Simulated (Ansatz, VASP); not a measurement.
**Two plane-wave programs on CaS**

File INCAR:

```
SYSTEM = CaS
PREC = Accurate
ENCUT = 500
EDIFF = 1E-6
ISMEAR = 0
SIGMA = 0.01
LREAL = .False.
LASPH = .True.
NELM = 120
ALGO = Normal
ISIF = 2
LWAVE = .False.
LCHARG = .False.
GGA = RP
NBANDS = 15
GGA_COMPAT = .False.
```

File KPOINTS:

```
regular mesh
0
Gamma
  5 5 5
  0 0 0
```

File POSCAR:

```
CaS
1.0
    0.0000000000      2.7849633071      2.7849633071
    2.7849633071      0.0000000000      2.7849633071
    2.7849633071      2.7849633071      0.0000000000
Ca S
1 1
Direct
    0.0000000000      0.0000000000      0.0000000000
    0.5000000000      0.5000000000      0.5000000000
```

Input for Ansatz:

```yaml
crystal:
  lattice:
    - [0.0, 2.7849633070783413, 2.7849633070783413]
    - [2.7849633070783413, 0.0, 2.7849633070783413]
    - [2.7849633070783413, 2.7849633070783413, 0.0]
  atoms:
    - { symbol: Ca, position: [0.0, 0.0, 0.0] }
    - { symbol: S, position: [0.5, 0.5, 0.5] }
basis:
  ecutwfc: 630.0
  ecutrho_ratio: 6
kpoints:
  mp_grid:
    grid: [5, 5, 5]
hamiltonian:
  xc: rpbe
scf:
  lower_state_search: light
  mixing:
    algorithm: broyden
    preconditioner: kerker
  occupations:
    method: fixed
output:
  stress: true
```

Alike in both runs: task single point; functional RPBE; k mesh 5 × 5 × 5; no spin polarisation.

```csv
,VASP,Ansatz
version,VASP 6.6.1,Ansatz 0.2.0
potentials or method,"VASP PAW PBE potentials, release 64 (Ca_sv, S), cutoff 500 eV","plane waves, PAW"
occupations,"gaussian, width 0.01 eV",fixed
valence electrons in the cell,16,16
```

```tsv
	VASP	Ansatz	Ansatz less VASP
pressure (GPa)	7.7	7.5	-0.18
```

VASP's potentials were made for PBE, not for RPBE.
